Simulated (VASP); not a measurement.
# Cu2BrCl (R-3m) in VASP: a series of runs, part 2 of 2

VASP 6.6.1. Earlier steps stand in the parts before.

### Step 4. Single point, PBE

Contents of INCAR:

```
PREC = Accurate
ENCUT = 520
EDIFF = 1E-7
ISMEAR = -1
SIGMA = 0.05
LREAL = F
LASPH = T
NELM = 100
ALGO = Normal
ISIF = 2
LWAVE = F
LCHARG = F
GGA = PE
NBANDS = 26
```

Contents of KPOINTS:

```
regular mesh
0
Gamma
  8 8 8
```

Contents of POSCAR:

```
Cu2BrCl
1.0
    1.8555099526      1.0712791706      6.0475086568
   -1.8555099526      1.0712791706      6.0475086568
    0.0000000000     -2.1425583412      6.0475086568
Br Cu Cl
1 2 1
Direct
    0.0000000000      0.0000000000      0.0000000000
    0.7516030000      0.7516030000      0.7516030000
    0.2483970000      0.2483970000      0.2483970000
    0.5000000000      0.5000000000      0.5000000000
```

Potentials or basis: VASP PAW PBE potentials, release 64 (Br, Cu, Cl).

Launch:

```bash
> cat potpaw_PBE.64/Br/POTCAR potpaw_PBE.64/Cu/POTCAR potpaw_PBE.64/Cl/POTCAR > POTCAR
> mpirun -np 1 vasp_std > vasp.out
```

OUTCAR:

```text
PREC = Accurate
   ENCUT = 520
   EDIFF = 1E-7
   ISMEAR = -1
   LREAL = F
   LASPH = T
   NELM = 100
   ISIF = 2
   GGA = PE

 ion  position               nearest neighbor table
   1  0.000  0.000  0.000-   2 2.64   3 2.64   2 2.64   2 2.64   3 2.64   3 2.64
   2  0.752  0.752  0.752-   4 2.61   4 2.61   4 2.61   1 2.64   1 2.64   1 2.64
   3  0.248  0.248  0.248-   4 2.61   4 2.61   4 2.61   1 2.64   1 2.64   1 2.64
   4  0.500  0.500  0.500-   3 2.61   2 2.61   3 2.61   3 2.61   2 2.61   2 2.61

  LATTYP: Found a trigonal (rhomboedric) cell.
 ALAT       =     6.4158333207
 COS(alpha) =     0.8327175323

  Lattice vectors:

 A1 = (   1.8555099526,   1.0712791706,   6.0475086568)
 A2 = (  -1.8555099526,   1.0712791706,   6.0475086568)
 A3 = (   0.0000000000,  -2.1425583412,   6.0475086568)

Analysis of symmetry for initial positions (statically):
=====================================================================
 Subroutine PRICEL returns:
 Original cell was already a primitive cell.

 Routine SETGRP: Setting up the symmetry group for a
 trigonal (rhombohedral) supercell.

 Subroutine GETGRP returns: Found 12 space group operations
 (whereof 12 operations were pure point group operations)
 out of a pool of 12 trial point group operations.

The static configuration has the point symmetry D_3d.

Analysis of symmetry for dynamics (positions and initial velocities):
=====================================================================
 Subroutine PRICEL returns:
 Original cell was already a primitive cell.

 Routine SETGRP: Setting up the symmetry group for a
 trigonal (rhombohedral) supercell.

 Subroutine GETGRP returns: Found 12 space group operations
 (whereof 12 operations were pure point group operations)
 out of a pool of 12 trial point group operations.

The dynamic configuration has the point symmetry D_3d.

 Subroutine INISYM returns: Found 12 space group operations
 (whereof 12 operations are pure point group operations),
 and found     1 'primitive' translations

----------------------------------------------------------------------------------------

                                     Primitive cell

  volume of cell :      72.1263

  direct lattice vectors                    reciprocal lattice vectors
     1.855509953  1.071279171  6.047508657     0.269467700  0.155577249  0.055119116
    -1.855509953  1.071279171  6.047508657    -0.269467700  0.155577249  0.055119116
     0.000000000 -2.142558341  6.047508657     0.000000000 -0.311154499  0.055119116

  length of vectors
     6.415833321  6.415833321  6.415833321     0.315998796  0.315998796  0.315998796

  position of ions in fractional coordinates (direct lattice)
     0.000000000  0.000000000  0.000000000
     0.751603000  0.751603000  0.751603000
     0.248397000  0.248397000  0.248397000
     0.500000000  0.500000000  0.500000000

  ion indices of the primitive-cell ions
   primitive index   ion index
                 1           1
                 2           2
                 3           3
                 4           4

----------------------------------------------------------------------------------------

 KPOINTS: regular mesh

Automatic generation of k-mesh.
 Grid dimensions read from file:
 generate k-points for:    8    8    8

 Generating k-lattice:

  Cartesian coordinates                     Fractional coordinates (reciprocal lattice)
     0.033683463  0.019447156  0.006889890     0.125000000 -0.000000000  0.000000000
    -0.033683463  0.019447156  0.006889890    -0.000000000  0.125000000  0.000000000
     0.000000000 -0.038894312  0.006889890     0.000000000  0.000000000  0.125000000

  Length of vectors
     0.039499849  0.039499849  0.039499849

  Shift w.r.t. Gamma in fractional coordinates (k-lattice)
     0.000000000  0.000000000  0.000000000

 Subroutine IBZKPT returns following result:
 ===========================================

 Found     65 irreducible k-points:

 Following reciprocal coordinates:
            Coordinates               Weight
  0.000000  0.000000  0.000000      1.000000
  0.125000  0.000000  0.000000      6.000000
  0.250000  0.000000  0.000000      6.000000
  0.375000  0.000000  0.000000      6.000000
  0.500000  0.000000  0.000000      3.000000
  0.125000  0.125000  0.000000      6.000000
[... 16 lines left out ...]
  0.250000  0.125000  0.125000      6.000000
  0.375000  0.125000  0.125000      6.000000
 [... further k-points ...]
   k-points           NKPTS =     65   k-points in BZ     NKDIM =     65   number of bands    NBANDS=     26
   number of dos      NEDOS =    301   number of ions     NIONS =      4
   total plane-waves  NPLWV = 110592
   dimension x,y,z NGX =    48 NGY =   48 NGZ =   48
   dimension x,y,z NGXF=    96 NGYF=   96 NGZF=   96
   ions per type =               1   2   1
   NGX,Y,Z   is equivalent  to a cutoff of  12.44, 12.44, 12.44 a.u.
   NGXF,Y,Z  is equivalent  to a cutoff of  24.88, 24.88, 24.88 a.u.
 SYSTEM =  unknown system
   PREC   = accura    normal or accurate (medium, high low for compatibility)
   ISTART =      0    job   : 0-new  1-cont  2-samecut
   ICHARG =      2    charge: 1-file 2-atom 10-const
   ISPIN  =      1    spin polarized calculation?
   LNONCOLLINEAR =      F non collinear calculations
   LSORBIT =      F    spin-orbit coupling
   LASPH  =      T    aspherical Exc in radial PAW
   ENCUT  =  520.0 eV  38.22 Ry    6.18 a.u.  11.93 11.93 11.93*2*pi/ulx,y,z
   NELM   =    100;   NELMIN=  2; NELMDL= -5     # of ELM steps
   EDIFF  = 0.1E-06   stopping-criterion for ELM
   LREAL  =      F    real-space projection
   EDIFFG = 0.1E-05   stopping-criterion for IOM
   NSW    =      0    number of steps for IOM
   IBRION =     -1    ionic relax: 0-MD 1-quasi-New 2-CG
   NFREE  =      0    steps in history (QN), initial steepest desc. (CG)
   ISIF   =      2    stress and relaxation
   ISYM   =      2    0-nonsym 1-usesym 2-fastsym
   POTIM  = 0.5000    time-step for ionic-motion
   TEBEG  =    0.0;   TEEND  =   0.0 temperature during run
   PSTRESS=    0.0 pullay stress
   NELECT =      36.0000    total number of electrons
   NUPDOWN=      -1.0000    fix difference up-down
   EMIN   =  10.00;   EMAX   =-10.00  energy-range for DOS
   EFERMI =   0.00;   METHOD = LEGACY
   ISMEAR =    -1;   SIGMA  =   0.05  broadening in eV -4-tet -1-fermi 0-gaus
   EFERMI_NEDOS =   21; number of points for ismear=-14 and -15
   IALGO  =     38    algorithm
   IMIX   =      4    mixing-type and parameters
     AMIX     =   0.40;   BMIX     =  1.00
     AMIX_MAG =   1.60;   BMIX_MAG =  1.00
  volume/ion in A,a.u.               =      18.03       121.68
  Fermi-wavevector in a.u.,A,eV,Ry     =   1.298607  2.454012 22.944597  1.686380
  Thomas-Fermi vector in A             =   2.429924
   LORBIT       =      0    0 simple, 1 ext, 2 COOP (PROOUT), +10 PAW based schemes
   GGA     = PE    functional components
   LHFCALC =     F    Hartree Fock is set to
   AEXX    =    0.0000 exact exchange contribution
   IVDW    =     0    specifies the selected vdW correction
   LEPSILON=     F    determine dielectric tensor
   LRPA    =     F    only Hartree local field effects (RPA)
 non-spin polarized calculation
  energy-cutoff  :      520.00
  volume of cell :       72.13
 maximum number of plane-waves:      1960
   NGX = 23   NGY = 23   NGZ = 23

 number of electron      36.0000002 magnetization

 Free energy of the ion-electron system (eV)
  ---------------------------------------------------
  ext. energy  EPLUGINS =         0.00000000
  ---------------------------------------------------
  free energy    TOTEN  =       -11.48014139 eV

  energy without entropy =      -11.47933924  energy(sigma->0) =      -11.47974031

 E-fermi :   5.3347     XC(G=0): -10.3828

 val. band max:        5.1406777875   @ k =   0.0000   0.0000   0.0000
 cond. band min:       5.3374301971   @ k =   0.0000   0.0000   0.0000
 fundamental gap:      0.1967524096
 Fermi energy:         5.3347081206

 k-point     1 :       0.0000    0.0000    0.0000
  band No.  band energies     occupation
      1     -11.8112      2.00000
      2     -11.0393      2.00000
      3      -1.9849      2.00000
      4       0.6550      2.00000
      5       0.6550      2.00000
      6       1.9409      2.00000
[... 18 lines left out ...]
     25      14.2612      0.00000
     26      14.2898      0.00000
[... 644 lines left out ...]
      4      -0.2800      2.00000
      5      -0.0030      2.00000
      6       0.6033      2.00000
[... 18 lines left out ...]
     25      12.4383      0.00000
     26      14.0633      0.00000

 [... further k-points ...]
[... 5 lines left out ...]
  --------------------------------------------------------------------------------------
  -------------------------------------------------------------------------------------
  Total        0.5209649      0.5209649      0.4730350     -0.0000000     -0.0000000      0.0000000
  in kB       11.5724503     11.5724503     10.5077593     -0.0000000     -0.0000000      0.0000000
  external PRESSURE =      11.2175533 kB  Pullay stress =       0.0000000 kB

 VOLUME and BASIS-vectors are now :
 -----------------------------------------------------------------------------
  energy-cutoff  :      520.00
  volume of cell :       72.13
      direct lattice vectors                 reciprocal lattice vectors
     1.855509953  1.071279171  6.047508657     0.269467700  0.155577249  0.055119116
    -1.855509953  1.071279171  6.047508657    -0.269467700  0.155577249  0.055119116
     0.000000000 -2.142558341  6.047508657     0.000000000 -0.311154499  0.055119116

 POSITION                                       TOTAL-FORCE (eV/Angst)
 -----------------------------------------------------------------------------------
      0.00000      0.00000      0.00000         0.000000     -0.000000     -0.000000
      0.00000      0.00000     13.63598        -0.000000     -0.000000      0.110625
      0.00000      0.00000      4.50655        -0.000000      0.000000     -0.110625
      0.00000      0.00000      9.07126        -0.000000      0.000000      0.000000
 -----------------------------------------------------------------------------------
    total drift:                                0.000000     -0.000000      0.000000

  FREE ENERGIE OF THE ION-ELECTRON SYSTEM (eV)
  ---------------------------------------------------
  free  energy   TOTEN  =       -11.4801413942 eV

  energy  without entropy=      -11.4793392354  energy(sigma->0) =      -11.47974031
```

OSZICAR:

```text
N       E                     dE             d eps       ncg     rms          rms(c)
DAV:   1     0.292621016713E+03    0.29262E+03   -0.16177E+04  3380   0.177E+03
DAV:   2     0.231140224058E+02   -0.26951E+03   -0.25587E+03  3398   0.350E+02
DAV:   3    -0.101771217284E+02   -0.33291E+02   -0.32117E+02  4514   0.134E+02
DAV:   4    -0.117776524191E+02   -0.16005E+01   -0.15887E+01  4462   0.286E+01
DAV:   5    -0.118268252524E+02   -0.49173E-01   -0.49137E-01  4630   0.472E+00    0.104E+01
DAV:   6    -0.115898584835E+02    0.23697E+00   -0.30466E+00  4800   0.328E+01    0.532E+00
DAV:   7    -0.115011783488E+02    0.88680E-01   -0.13877E+00  4094   0.233E+01    0.312E+00
DAV:   8    -0.114804425826E+02    0.20736E-01   -0.61958E-02  4916   0.529E+00    0.692E-01
DAV:   9    -0.114802293675E+02    0.21322E-03   -0.16089E-02  5242   0.161E+00    0.301E-01
DAV:  10    -0.114800886055E+02    0.14076E-03   -0.96834E-04  5268   0.429E-01    0.137E-01
DAV:  11    -0.114801256016E+02   -0.36996E-04   -0.17180E-04  5268   0.169E-01    0.315E-02
DAV:  12    -0.114801438771E+02   -0.18276E-04   -0.67307E-05  5046   0.130E-01    0.360E-02
DAV:  13    -0.114801411093E+02    0.27678E-05   -0.11177E-05  5390   0.524E-02    0.178E-02
DAV:  14    -0.114801414718E+02   -0.36250E-06   -0.25756E-06  4910   0.134E-02    0.125E-02
DAV:  15    -0.114801413942E+02    0.77623E-07   -0.58081E-07  4136   0.162E-02
   1 F= -.11480141E+02 E0= -.11479740E+02  d E =-.802159E-03
```

stdout:

```text
POSCAR found type information on POSCAR BrCuCl
 POSCAR found :  3 types and       4 ions
 scaLAPACK will be used
 LDA part: xc-table for (Slater+PW92), standard interpolation
 POSCAR, INCAR and KPOINTS ok, starting setup
 FFT: planning ... GRIDC
 FFT: planning ... GRID_SOFT
 FFT: planning ... GRID
 WAVECAR not read
 entering main loop
```

It took 3.7 min on 1 thread of Intel Xeon Platinum 8375C at 2.90GHz (Ice Lake), shared host; peak memory 0.38 GiB.

What came out:

| Item | Value |
| --- | --- |
| Free energy | -11.4801 eV |
| Pressure | 1.1 GPa |
| Largest force | 0.111 eV/Å |
| Band gap on the k mesh | 0.20 eV, direct |

Forces on the atoms (eV/Å):
```
Br   0.000  0.000  0.000
Cu   0.000  0.000  0.111
Cu   0.000  0.000 -0.111
Cl   0.000  0.000  0.000
```

Stress tensor (GPa, compression positive):
```
1.16 0.00 0.00
0.00 1.16 0.00
0.00 0.00 1.05
```

Levels at points of the mesh, in eV from the valence-band top:
| k point | band 14 | band 15 | band 16 | band 17 | band 18 | band 19 | band 20 | band 21 | band 22 | band 23 |
| --- | --- | --- | --- | --- | --- | --- | --- | --- | --- | --- |
| (0.00, 0.00, 0.00) | -1.33 | -1.33 | -1.22 | 0.00 | 0.00 | 0.20 | 3.00 | 5.88 | 5.88 | 6.50 |
| (0.50, 0.00, 0.00) | -1.22 | -0.95 | -0.85 | -0.76 | -0.74 | 2.27 | 2.73 | 5.42 | 6.10 | 7.06 |
| (0.50, 0.50, 0.00) | -1.23 | -1.22 | -1.13 | -0.03 | -0.02 | 0.45 | 2.99 | 5.86 | 5.90 | 5.97 |
| (0.50, 0.50, 0.50) | -1.44 | -0.85 | -0.85 | -0.55 | -0.55 | 2.50 | 2.52 | 6.37 | 6.97 | 7.41 |
